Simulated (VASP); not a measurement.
The system is Pt.

```xyz
1
Lattice="0.0000 1.9879 1.9879 1.9879 0.0000 1.9879 1.9879 1.9879 0.0000" Properties=species:S:1:pos:R:3 pbc="T T T"
Pt    0.0000    0.0000    0.0000
```

Base run:

- Program: VASP 6.6.1
- Functional: PBEsol
- Potentials or basis: VASP PAW PBE potentials, release 64 (Pt)
- Cutoff: 520 eV
- k mesh: 22 × 22 × 22
- Occupations: gaussian, width 0.15 eV
- Spin: collinear spin, ferromagnetic start
- Starting moments: [0.05] μB
- Fixed moment: 0.05 μB

Its results: pressure -11.5 GPa; site moments Pt +0.05 μB.

**Question.** The run is repeated on the same cell with these changes: fixed moment from 0.05 μB to 0.35 μB; moments at the start from [0.05] to [0.35]. What comes out?

**Answer.** Pressure -11.0 GPa; site moments Pt +0.35 μB.

Caveats: the PAW data sets were made with another functional, which shifts forces and pressure a little; the total moment is fixed, so each spin has its own Fermi level.
